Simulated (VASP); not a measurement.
# Si8CO17 in VASP: further runs

Si8CO17 is run at these levels: PBE; tasks: single point.

Everything below comes from runs of VASP 6.6.1. Logs are shortened: lines on timing, memory, paths and dates and some standing lists are left out, and cuts for length are marked.

## 1. The cell of the first run

The cell holds a slab with vacuum, 26 atoms: a = 7.120 Å, b = 7.120 Å, c = 20.230 Å, α = 90.00°, β = 90.00°, γ = 90.00°.

## 2. Single point, PBE

Contents of INCAR:

```
PREC = Accurate
ENCUT = 520
EDIFF = 1E-6
ISMEAR = -1
SIGMA = 0.05
LREAL = F
LASPH = T
NELM = 120
ALGO = Normal
ISIF = 2
LWAVE = F
LCHARG = F
GGA = PE
NBANDS = 88
GGA_COMPAT = F
NELMDL = -8
```

Contents of KPOINTS:

```
regular mesh
0
Gamma
  1 1 1
```

Contents of POSCAR:

```
Si8CO17
1.0
    7.1200000000      0.0000000000      0.0000000000
    0.0000000000      7.1200000000      0.0000000000
    0.0000000000      0.0000000000     20.2300000000
Si O C
8 17 1
Direct
    0.0005477528     -0.0000561798      0.2565645082
    0.2500280899      0.7500000000      0.1478793870
    0.0000000000      0.5000000000      0.0494315373
    0.2488483146      0.2508567416      0.3529065744
    0.5000000000      0.0000000000      0.0494315373
    0.7512078652      0.7503370787      0.3530944142
    0.5000842697      0.5004634831      0.2571280277
    0.7500140449      0.2500561798      0.1479831933
    0.1250000000      0.6250000000      0.0934256055
    0.1304073034      0.8691011236      0.2043153732
    0.3750000000      0.8750000000      0.0934256055
    0.3697050562      0.6311095506      0.2045823035
    0.1258567416      0.1225983146      0.3039841819
    0.1399157303      0.3449438202      0.4177558082
    0.3732584270      0.3754634831      0.3032723678
    0.3471067416      0.1522191011      0.4192486406
    0.6259269663      0.6253792135      0.3035689570
    0.6564185393      0.8625280899      0.4169253584
    0.8766573034      0.8746910112      0.3034404350
    0.8555337079      0.6504073034      0.4178744439
    0.6250000000      0.1250000000      0.0934256055
    0.6303932584      0.3692134831      0.2046762234
    0.8750000000      0.3750000000      0.0934256055
    0.8696488764      0.1313483146      0.2046811666
    0.4326685393      0.5932162921      0.4898912506
    0.4523735955      0.5557303371      0.4347305981
```

Potentials or basis: VASP PAW PBE potentials, release 64 (Si, O, C).

Launch:

```bash
$ cat potpaw_PBE.64/Si/POTCAR potpaw_PBE.64/O/POTCAR potpaw_PBE.64/C/POTCAR > POTCAR
$ mpirun -np 1 vasp_gam > vasp.out
```

OUTCAR:

```text
PREC = Accurate
   ENCUT = 520
   EDIFF = 1E-6
   ISMEAR = -1
   LREAL = F
   LASPH = T
   NELM = 120
   ISIF = 2
   GGA = PE
   NELMDL = -8

 ion  position               nearest neighbor table
   1  0.001  1.000  0.257-  19 1.57  13 1.57  10 1.69  24 1.69
   2  0.250  0.750  0.148-  10 1.66  12 1.66  11 1.67   9 1.67
   3  0.000  0.500  0.049-   9 1.54  23 1.54
   4  0.249  0.251  0.353-  15 1.61  13 1.61  14 1.66  16 1.67
   5  0.500  0.000  0.049-  11 1.54  21 1.54
   6  0.751  0.750  0.353-  19 1.61  17 1.61  18 1.66  20 1.67
   7  0.500  0.500  0.257-  17 1.57  15 1.57  12 1.69  22 1.69
   8  0.750  0.250  0.148-  24 1.66  22 1.66  23 1.67  21 1.67
   9  0.125  0.625  0.093-   3 1.54   2 1.67
  10  0.130  0.869  0.204-   2 1.66   1 1.69
  11  0.375  0.875  0.093-   5 1.54   2 1.67
  12  0.370  0.631  0.205-   2 1.66   7 1.69
  13  0.126  0.123  0.304-   1 1.57   4 1.61
  14  0.140  0.345  0.418-   4 1.66
  15  0.373  0.375  0.303-   7 1.57   4 1.61
  16  0.347  0.152  0.419-   4 1.67
  17  0.626  0.625  0.304-   7 1.57   6 1.61
  18  0.656  0.863  0.417-   6 1.66
  19  0.877  0.875  0.303-   1 1.57   6 1.61
  20  0.856  0.650  0.418-   6 1.67
  21  0.625  0.125  0.093-   5 1.54   8 1.67
  22  0.630  0.369  0.205-   8 1.66   7 1.69
  23  0.875  0.375  0.093-   3 1.54   8 1.67
  24  0.870  0.131  0.205-   8 1.66   1 1.69
  25  0.433  0.593  0.490-  26 1.16
  26  0.452  0.556  0.435-  25 1.16

  LATTYP: Found a simple tetragonal cell.
 ALAT       =     7.1200000000
 C/A-ratio  =     2.8412921348

  Lattice vectors:

 A1 = (   7.1200000000,   0.0000000000,   0.0000000000)
 A2 = (   0.0000000000,   7.1200000000,   0.0000000000)
 A3 = (   0.0000000000,   0.0000000000,  20.2300000000)

Analysis of symmetry for initial positions (statically):
=====================================================================
 Subroutine PRICEL returns:
 Original cell was already a primitive cell.

 Routine SETGRP: Setting up the symmetry group for a
 simple tetragonal supercell.

 Subroutine GETGRP returns: Found  1 space group operations
 (whereof  1 operations were pure point group operations)
 out of a pool of 16 trial point group operations.

The static configuration has the point symmetry C_1 .

Analysis of symmetry for dynamics (positions and initial velocities):
=====================================================================
 Subroutine PRICEL returns:
 Original cell was already a primitive cell.

 Routine SETGRP: Setting up the symmetry group for a
 simple tetragonal supercell.

 Subroutine GETGRP returns: Found  1 space group operations
 (whereof  1 operations were pure point group operations)
 out of a pool of 16 trial point group operations.

The dynamic configuration has the point symmetry C_1 .

 Subroutine INISYM returns: Found  1 space group operations
 (whereof  1 operations are pure point group operations),
 and found     1 'primitive' translations

----------------------------------------------------------------------------------------

                                     Primitive cell

  volume of cell :    1025.5477

  direct lattice vectors                    reciprocal lattice vectors
     7.120000000  0.000000000  0.000000000     0.140449438  0.000000000  0.000000000
     0.000000000  7.120000000  0.000000000     0.000000000  0.140449438  0.000000000
     0.000000000  0.000000000 20.230000000     0.000000000  0.000000000  0.049431537

  length of vectors
     7.120000000  7.120000000 20.230000000     0.140449438  0.140449438  0.049431537

  position of ions in fractional coordinates (direct lattice)
     0.000547753  0.999943820  0.256564508
     0.250028090  0.750000000  0.147879387
     0.000000000  0.500000000  0.049431537
     0.248848315  0.250856742  0.352906574
     0.500000000  0.000000000  0.049431537
     0.751207865  0.750337079  0.353094414
[... 18 lines left out ...]
     0.432668539  0.593216292  0.489891251
     0.452373595  0.555730337  0.434730598

  ion indices of the primitive-cell ions
   primitive index   ion index
                 1           1
                 2           2
                 3           3
                 4           4
                 5           5
                 6           6
[... 18 lines left out ...]
                25          25
                26          26

----------------------------------------------------------------------------------------

 KPOINTS: regular mesh

Automatic generation of k-mesh.
 Grid dimensions read from file:
 generate k-points for:    1    1    1

 Generating k-lattice:

  Cartesian coordinates                     Fractional coordinates (reciprocal lattice)
     0.140449438  0.000000000  0.000000000     1.000000000  0.000000000  0.000000000
     0.000000000  0.140449438  0.000000000     0.000000000  1.000000000  0.000000000
     0.000000000  0.000000000  0.049431537     0.000000000  0.000000000  1.000000000

  Length of vectors
     0.140449438  0.140449438  0.049431537

  Shift w.r.t. Gamma in fractional coordinates (k-lattice)
     0.000000000  0.000000000  0.000000000

 Subroutine IBZKPT returns following result:
 ===========================================

 Found      1 irreducible k-points:

 Following reciprocal coordinates:
            Coordinates               Weight
  0.000000  0.000000  0.000000      1.000000
   k-points           NKPTS =      1   k-points in BZ     NKDIM =      1   number of bands    NBANDS=     88
   number of dos      NEDOS =    301   number of ions     NIONS =     26
   total plane-waves  NPLWV = 437400
   dimension x,y,z NGX =    54 NGY =   54 NGZ =  150
   dimension x,y,z NGXF=   108 NGYF=  108 NGZF=  300
   ions per type =               8  17   1
   NGX,Y,Z   is equivalent  to a cutoff of  12.61, 12.61, 12.33 a.u.
   NGXF,Y,Z  is equivalent  to a cutoff of  25.22, 25.22, 24.65 a.u.
 SYSTEM =  unknown system
   PREC   = accura    normal or accurate (medium, high low for compatibility)
   ISTART =      0    job   : 0-new  1-cont  2-samecut
   ICHARG =      2    charge: 1-file 2-atom 10-const
   ISPIN  =      1    spin polarized calculation?
   LNONCOLLINEAR =      F non collinear calculations
   LSORBIT =      F    spin-orbit coupling
   LASPH  =      T    aspherical Exc in radial PAW
   ENCUT  =  520.0 eV  38.22 Ry    6.18 a.u.  13.24 13.24 37.61*2*pi/ulx,y,z
   NELM   =    120;   NELMIN=  2; NELMDL= -8     # of ELM steps
   EDIFF  = 0.1E-05   stopping-criterion for ELM
   LREAL  =      F    real-space projection
   EDIFFG = 0.1E-04   stopping-criterion for IOM
   NSW    =      0    number of steps for IOM
   IBRION =     -1    ionic relax: 0-MD 1-quasi-New 2-CG
   NFREE  =      0    steps in history (QN), initial steepest desc. (CG)
   ISIF   =      2    stress and relaxation
   ISYM   =      2    0-nonsym 1-usesym 2-fastsym
   POTIM  = 0.5000    time-step for ionic-motion
   TEBEG  =    0.0;   TEEND  =   0.0 temperature during run
   PSTRESS=    0.0 pullay stress
   NELECT =     138.0000    total number of electrons
   NUPDOWN=      -1.0000    fix difference up-down
   EMIN   =  10.00;   EMAX   =-10.00  energy-range for DOS
   EFERMI =   0.00;   METHOD = LEGACY
   ISMEAR =    -1;   SIGMA  =   0.05  broadening in eV -4-tet -1-fermi 0-gaus
   EFERMI_NEDOS =   21; number of points for ismear=-14 and -15
   IALGO  =     38    algorithm
   IMIX   =      4    mixing-type and parameters
     AMIX     =   0.40;   BMIX     =  1.00
     AMIX_MAG =   1.60;   BMIX_MAG =  1.00
  volume/ion in A,a.u.               =      39.44       266.18
  Fermi-wavevector in a.u.,A,eV,Ry     =   0.838911  1.585312  9.575395  0.703772
  Thomas-Fermi vector in A             =   1.953043
   LORBIT       =      0    0 simple, 1 ext, 2 COOP (PROOUT), +10 PAW based schemes
   GGA     = PE    functional components
   LHFCALC =     F    Hartree Fock is set to
   AEXX    =    0.0000 exact exchange contribution
   IVDW    =     0    specifies the selected vdW correction
   LEPSILON=     F    determine dielectric tensor
   LRPA    =     F    only Hartree local field effects (RPA)
 non-spin polarized calculation
  energy-cutoff  :      520.00
  volume of cell :     1025.55
 maximum number of plane-waves:     13806
 NGX is ok and might be reduce to    54
   NGX = 27   NGY = 27   NGZ = 75

 number of electron     137.9999969 magnetization

 Free energy of the ion-electron system (eV)
  ---------------------------------------------------
  ext. energy  EPLUGINS =         0.00000000
  ---------------------------------------------------
  free energy    TOTEN  =      -182.88732386 eV

  energy without entropy =     -182.79665665  energy(sigma->0) =     -182.84199025

 E-fermi :  -4.0463     XC(G=0):  -3.9572

 val. band max:       -4.1420099625   @ k =   0.0000   0.0000   0.0000
 cond. band min:      -3.9589585368   @ k =   0.0000   0.0000   0.0000
 fundamental gap:      0.1830514256
 Fermi energy:        -4.0463401978

 k-point     1 :       0.0000    0.0000    0.0000
  band No.  band energies     occupation
      1     -24.9341      2.00000
      2     -24.8383      2.00000
      3     -24.4948      2.00000
      4     -24.3229      2.00000
      5     -24.3029      2.00000
      6     -23.9404      2.00000
[... 73 lines left out ...]
     80       2.2309      0.00000
     81       2.3669      0.00000
 [bands above 81 left out]

------------------------ aborting loop because EDIFF is reached ----------------------------------------

  FORCE on cell =-STRESS in cart. coord.  units (eV):
  Direction    XX          YY          ZZ          XY          YZ          ZX
  --------------------------------------------------------------------------------------
  -------------------------------------------------------------------------------------
  Total        7.0932071      7.0512135    -16.0828280     19.7097148     -0.3271904     -0.5278439
  in kB       11.0814694     11.0158644    -25.1256398     30.7917983     -0.5111581     -0.8246321
  external PRESSURE =      -1.0094354 kB  Pullay stress =       0.0000000 kB

 VOLUME and BASIS-vectors are now :
 -----------------------------------------------------------------------------
  energy-cutoff  :      520.00
  volume of cell :     1025.55
      direct lattice vectors                 reciprocal lattice vectors
     7.120000000  0.000000000  0.000000000     0.140449438  0.000000000  0.000000000
     0.000000000  7.120000000  0.000000000     0.000000000  0.140449438  0.000000000
     0.000000000  0.000000000 20.230000000     0.000000000  0.000000000  0.049431537

 POSITION                                       TOTAL-FORCE (eV/Angst)
 -----------------------------------------------------------------------------------
      0.00390      7.11960      5.19030        -0.030448     -0.039553     -3.410492
      1.78020      5.34000      2.99160         0.047481     -0.038435      1.960084
      0.00000      3.56000      1.00000         0.000873      0.001525     -4.579680
      1.77180      1.78610      7.13930         0.019026     -0.047831      1.935027
      3.56000      0.00000      1.00000        -0.002607     -0.002664     -4.578459
      5.34860      5.34240      7.14310         0.122435      0.053482      1.885988
[... 18 lines left out ...]
      3.08060      4.22370      9.91050         0.123924     -0.480999     -1.342546
      3.22090      3.95680      8.79460        -0.268809      0.443858      2.009472
 -----------------------------------------------------------------------------------
    total drift:                                0.000128      0.001233      0.004677

  FREE ENERGIE OF THE ION-ELECTRON SYSTEM (eV)
  ---------------------------------------------------
  free  energy   TOTEN  =      -182.8873238553 eV

  energy  without entropy=     -182.7966566476  energy(sigma->0) =     -182.84199025
```

It took 7.1 min on 1 thread of AMD EPYC 7R43 (Zen 3), shared host; peak memory 0.81 GiB.

Results:

| Item | Value |
| --- | --- |
| Free energy | -182.8873 eV |
| Largest force | 4.929 eV/Å |

Forces on the atoms (eV/Å):
```
Si  -0.030 -0.040 -3.410
Si   0.047 -0.038  1.960
Si   0.001  0.002 -4.580
Si   0.019 -0.048  1.935
Si  -0.003 -0.003 -4.578
Si   0.122  0.053  1.886
Si   0.012  0.018 -3.512
Si  -0.044  0.045  1.954
O    2.502  2.493  3.375
O   -0.688  0.724 -0.635
O   -2.494 -2.493  3.366
O    0.699 -0.692 -0.603
O    0.550  0.515  0.060
O    1.223 -1.334 -0.797
O   -0.562 -0.593  0.003
O   -1.400  1.260 -0.924
O    0.597  0.545 -0.011
O    1.266 -1.067 -0.869
O   -0.531 -0.567  0.057
O   -1.184  1.266 -0.930
O    2.523  2.513  3.407
O   -0.698  0.693 -0.602
O   -2.511 -2.510  3.395
O    0.728 -0.705 -0.614
O    0.124 -0.481 -1.343
C   -0.269  0.444  2.009
```

Levels at points of the mesh, in eV from the Fermi level:
```tsv
k point	band 65	band 66	band 67	band 68	band 69	band 70	band 71	band 72	band 73	band 74
(0.00, 0.00, 0.00)	-0.73	-0.56	-0.32	-0.20	-0.10	0.09	0.87	3.26	3.75	4.06
```

Caveat: the k points lie up to 0.88 Å⁻¹ apart.

## 3. Single point, PBE

Contents of INCAR:

```
  PREC = Accurate
  ENCUT = 520
  EDIFF = 1E-6
  ISMEAR = -1
  SIGMA = 0.05
  LREAL = False
  LASPH = True
  NELM = 120
  ALGO = Normal
  ISIF = 2
  LWAVE = False
  LCHARG = False
  GGA = PE
  NBANDS = 88
  GGA_COMPAT = False
  NELMDL = -8
```

Contents of KPOINTS:

```
Automatic mesh
0
Gamma
  1 1 1
```

Contents of POSCAR:

```
Si8CO17
1.0
    7.1200000000      0.0000000000      0.0000000000
    0.0000000000      7.1200000000      0.0000000000
    0.0000000000      0.0000000000     20.2300000000
Si O C
8 17 1
Direct
    0.0041853933     -0.0022752809      0.2426000989
    0.2550140449      0.7463904494      0.1446712803
    0.0000000000      0.5000000000      0.0494315373
    0.2460955056      0.2483848315      0.3441077608
    0.5000000000      0.0000000000      0.0494315373
    0.7565028090      0.7524859551      0.3428868018
    0.5008005618      0.5014466292      0.2471873455
    0.7480617978      0.2525842697      0.1456401384
    0.1250000000      0.6250000000      0.0934256055
    0.1366011236      0.8713623596      0.1958180919
    0.3750000000      0.8750000000      0.0934256055
    0.3692696629      0.6310955056      0.2012852200
    0.1439466292      0.1241713483      0.2848838359
    0.1282162921      0.3145646067      0.4082698962
    0.3677528090      0.3766011236      0.2942956006
    0.3225280899      0.1552528090      0.4118091943
    0.6267837079      0.6316292135      0.2951309936
    0.6961376404      0.8644803371      0.4083737024
    0.8754915730      0.8520646067      0.2831240732
    0.8480758427      0.6786797753      0.4104646565
    0.6250000000      0.1250000000      0.0934256055
    0.6300421348      0.3663483146      0.2017993080
    0.8750000000      0.3750000000      0.0934256055
    0.8706601124      0.1368117978      0.1988433020
    0.3825000000      0.5964185393      0.5200444884
    0.4266853933      0.5671348315      0.4664310430
```

Potentials or basis: VASP PAW PBE potentials, release 64 (Si, O, C).

Launch:

```bash
$ cat potpaw_PBE.64/Si/POTCAR potpaw_PBE.64/O/POTCAR potpaw_PBE.64/C/POTCAR > POTCAR
$ mpirun -np 1 vasp_gam > vasp.out
```

Wall time 6.1 min (1 thread of AMD EPYC 7R43 (Zen 3), shared host); peak memory 0.76 GiB.

Results (log left out):

```yaml
Free_energy: -184.4788 eV
Largest_force: 5.358 eV/Å
```

Forces on the atoms (eV/Å):
```
Si  -0.233 -0.042 -0.834
Si  -0.359  0.125  0.750
Si   0.012  0.013 -5.346
Si  -0.311 -0.522 -2.769
Si  -0.007  0.009 -5.358
Si   0.519  0.394 -2.866
Si  -0.089 -0.103  0.136
Si   0.104 -0.201  0.451
O    2.371  1.987  3.113
O   -0.711  0.565 -0.784
O   -1.775 -2.250  2.870
O    0.512 -0.413 -1.055
O    0.265  0.485  1.721
O    0.446 -0.361  0.472
O    0.198  0.200  0.705
O   -0.527  0.355  0.413
O   -0.795 -0.761  0.106
O    0.107 -0.007  0.853
O    0.123  0.362  1.028
O    0.049  0.182  0.909
O    2.234  2.422  3.348
O   -0.585  0.698 -0.787
O   -2.415 -2.110  3.240
O    0.866 -1.047 -0.340
O    0.224 -0.137 -0.644
C   -0.225  0.160  0.668
```

Levels at points of the mesh, in eV from the Fermi level:
| k point | band 65 | band 66 | band 67 | band 68 | band 69 | band 70 | band 71 | band 72 | band 73 | band 74 |
| --- | --- | --- | --- | --- | --- | --- | --- | --- | --- | --- |
| (0.00, 0.00, 0.00) | -2.24 | -1.44 | -1.27 | -0.64 | -0.18 | 0.18 | 1.02 | 3.05 | 3.42 | 3.56 |

Caveat: the k points lie up to 0.88 Å⁻¹ apart.
